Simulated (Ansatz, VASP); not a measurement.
SbBr: VASP beside Ansatz

```
Sb Br
1.0
     3.76842    0.00000    0.00000
     0.00000    3.76842    0.00000
     0.00000    0.00000    3.76842
Sb Br
1 1
Cartesian
  0.0000 0.0000 0.0000
  1.8842 1.8842 1.8842
```

Alike in both runs: task relaxation of cell and atoms; functional PBE; k mesh 14 × 14 × 14; occupations gaussian, width 0.1 eV; no spin polarisation.

|  | VASP | Ansatz |
| --- | --- | --- |
| version | VASP 6.6.1 | Ansatz 0.2.0 |
| potentials or method | VASP PAW PBE potentials, release 64 (Sb, Br), cutoff 600 eV | scalar-relativistic, plane waves, PAW |
| valence electrons in the cell | 12 | 22 |

|  | VASP | Ansatz | Ansatz less VASP |
| --- | --- | --- | --- |
| gap on the k mesh at the Fermi level, each at its own relaxed structure (eV) | none | none | - |
| relaxed volume (Å³/atom) | 26.95 | 27.03 | +0.083 |
| relaxed cell length with the largest relative difference (Å) | 3.777 | 3.781 | +0.0039 |

A gap of «none» marks a metal or a gap that the smearing closes. VASP's potentials hold 12 valence electrons a cell and Ansatz's 22, so a difference there can come from the potentials and not from the codes.

Neither program's run includes spin-orbit coupling.
